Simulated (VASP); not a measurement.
Se:

```xyz
2
Lattice="3.7911 0.0000 0.0000 -1.8955 3.2832 0.0000 0.0000 0.0000 4.4338" Properties=species:S:1:pos:R:3 pbc="T T T"
Se    1.8955    1.0944    0.6419
Se    0.0000    2.1888    3.7919
```

* Program: VASP 6.6.1
* Task: relaxation of cell and atoms
* Functional: PBE
* Dispersion: D3(BJ)
* Potentials or basis: VASP PAW PBE potentials, release 64 (Se)
* Cutoff: 600 eV
* k mesh: 6 × 6 × 4
* Occupations: gaussian, width 0.1 eV
* Spin: no spin polarisation

At the start: pressure 1.8 GPa; volume 27.59 Å³/atom.

Q: How do energy, volume and symmetry change on relaxing?

A: Over 29 steps the energy falls by 321.5 meV/atom and the volume is 31.53 Å³/atom (+14.3 %); space group P-3m1 (No. 164, to 0.05 Å).

Step by step:
```tsv
step	energy change (eV)	largest force (eV/Å)	pressure (GPa)	volume (Å³)
1	0.0000	0.5452	1.83	55.19
2	-0.0800	0.2336	-1.82	57.68
3	-0.0840	0.4094	-2.64	58.40
4	-0.1630	0.5159	-2.61	57.45
5	-0.2662	0.5134	-1.95	53.97
6	-0.2723	0.5400	-2.39	54.99
7	-0.3067	0.3842	0.82	52.32
8	-0.3068	0.3774	0.98	52.20
9	-0.3342	0.6972	1.80	52.44
10	-0.4545	0.7279	3.30	53.17
11	-0.5231	0.4158	4.52	54.62
12	-0.5351	0.1228	4.31	54.24
13	-0.5425	0.1675	4.03	54.63
14	-0.5563	0.2958	3.20	55.82
15	-0.5519	0.3649	1.75	58.25
16	-0.5571	0.4257	2.24	57.26
17	-0.5586	0.3679	2.71	56.54
18	-0.5678	0.3223	2.41	56.84
19	-0.5903	0.1758	1.55	57.75
20	-0.6122	0.1494	-0.05	59.59
21	-0.6127	0.2216	-0.36	59.97
22	-0.6208	0.2170	-0.16	60.08
23	-0.6317	0.2069	0.51	60.36
24	-0.6349	0.1815	0.37	60.81
25	-0.6410	0.1034	-0.02	62.14
26	-0.6387	0.0627	-0.69	64.86
27	-0.6424	0.0368	-0.28	63.17
28	-0.6429	0.0465	0.17	63.02
29	-0.6430	0.0204	0.03	63.06
```

Final structure:
```xyz
2
Lattice="4.2572 0.0000 0.0000 -2.1286 3.6869 0.0000 0.0000 0.0000 4.0179" Properties=species:S:1:pos:R:3 pbc="T T T"
Se    2.1286    1.2290    0.3561
Se    0.0000    2.4579    3.6618
```
